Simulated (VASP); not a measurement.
The system is Si.

```
CELL_PARAMETERS angstrom
0.00000 2.75767 2.75767
2.75767 0.00000 2.75767
2.75767 2.75767 0.00000
ATOMIC_POSITIONS crystal
Si 0.50000 0.50000 0.50000
Si 0.75000 0.75000 0.75000
```

Base run:

* Program: VASP 6.6.1
* Functional: revPBE
* Dispersion: D4
* Potentials or basis: VASP PAW PBE potentials, release 64 (Si)
* Cutoff: 520 eV
* k mesh: 8 × 8 × 8
* Occupations: fermi-dirac, width 0.05 eV
* Spin: no spin polarisation

Its results: band gap on the k mesh 0.73 eV, indirect (least direct gap 2.55 eV); pressure -5.6 GPa.

Q: The run is repeated on the same cell with these changes: functional from revPBE to r2SCAN. What comes out?

A: Band gap on the k mesh 0.88 eV, indirect (least direct gap 2.74 eV); pressure -4.4 GPa.

r2SCAN gives the wider gap, since meta-GGAs in the generalised Kohn-Sham scheme recover part of the derivative discontinuity.

Caveats: the PAW data sets were made with another functional, which shifts forces and pressure a little.

A k mesh can miss the band edges.
